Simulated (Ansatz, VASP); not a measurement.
**One calculation of Li2Zr2O3, two programs**

Contents of INCAR:

```
PREC = Accurate ; ENCUT = 600
EDIFF = 1E-6 ; ISMEAR = 0
SIGMA = 0.15 ; LREAL = F
LASPH = T ; NELM = 60
ALGO = Normal ; ISIF = 3
LWAVE = F ; LCHARG = F
GGA = PE ; IBRION = 2
NSW = 36 ; EDIFFG = -0.08
```

File KPOINTS:

```
Automatic mesh
0
Gamma
  4 4 4
```

Contents of POSCAR:

```
Li2Zr2O3
1.0
   -2.3753785100      2.3753785100      4.0754462300
    2.3753785100     -2.3753785100      4.0754462300
    2.3753785100      2.3753785100     -4.0754462300
Li Zr O
2 2 3
Direct
    0.7500000000      0.2500000000      0.5000000000
    0.2500000000      0.7500000000      0.5000000000
    0.5000000000      0.0000000000      0.5000000000
    0.0000000000      0.5000000000      0.5000000000
    0.5000000000      0.5000000000      0.0000000000
    0.8766881000      0.8766881000      0.0000000000
    0.1233119000      0.1233119000      0.0000000000
```

Input for Ansatz:

```yaml
crystal:
  lattice:
    - [-2.37537851, 2.37537851, 4.07544623]
    - [2.37537851, -2.37537851, 4.07544623]
    - [2.37537851, 2.37537851, -4.07544623]
  atoms:
    - { symbol: Li, position: [0.75, 0.25, 0.5] }
    - { symbol: Li, position: [0.25, 0.75, 0.5] }
    - { symbol: Zr, position: [0.5, 0.0, 0.5] }
    - { symbol: Zr, position: [0.0, 0.5, 0.5] }
    - { symbol: O, position: [0.5, 0.5, 0.0] }
    - { symbol: O, position: [0.8766881, 0.8766881, 0.0] }
    - { symbol: O, position: [0.1233119, 0.1233119, 0.0] }
basis:
  ecutwfc: 420
kpoints:
  mp_grid: { grid: [4, 4, 4] }
hamiltonian:
  xc: pbe
scf:
  occupations: { method: gaussian, width: 0.15 }
  lower_state_search: "off"
output:
  forces: true
  stress: true
  eigenvalues: true
relax:
  adjacent_minimum: "off"
  f_tol: 0.08
  max_steps: 16
  cell: { stress_tol: 0.8 }
```

Alike in both runs: task relaxation of cell and atoms; functional PBE; k mesh 4 × 4 × 4; occupations gaussian, width 0.15 eV; no spin polarisation.

|  | VASP | Ansatz |
| --- | --- | --- |
| version | VASP 6.6.1 | Ansatz 0.2.0 |
| potentials or method | VASP PAW PBE potentials, release 64 (Li_sv, Zr_sv, O), cutoff 600 eV | scalar-relativistic, plane waves, PAW |
| valence electrons in the cell | 48 | 48 |

```csv
,VASP,Ansatz,Ansatz less VASP
relaxed volume (Å³/atom),13.72,14.51,+0.789
relaxed cell length with the largest relative difference (Å),6.240,6.512,+0.2729
```

One of these differences is far larger than is usual between the two programs; its cause wasn't traced.

The k mesh is coarse, so the values compare programs but aren't converged. Noted on VASP's run: the cutoff is short for stress, so the pressure is rough.
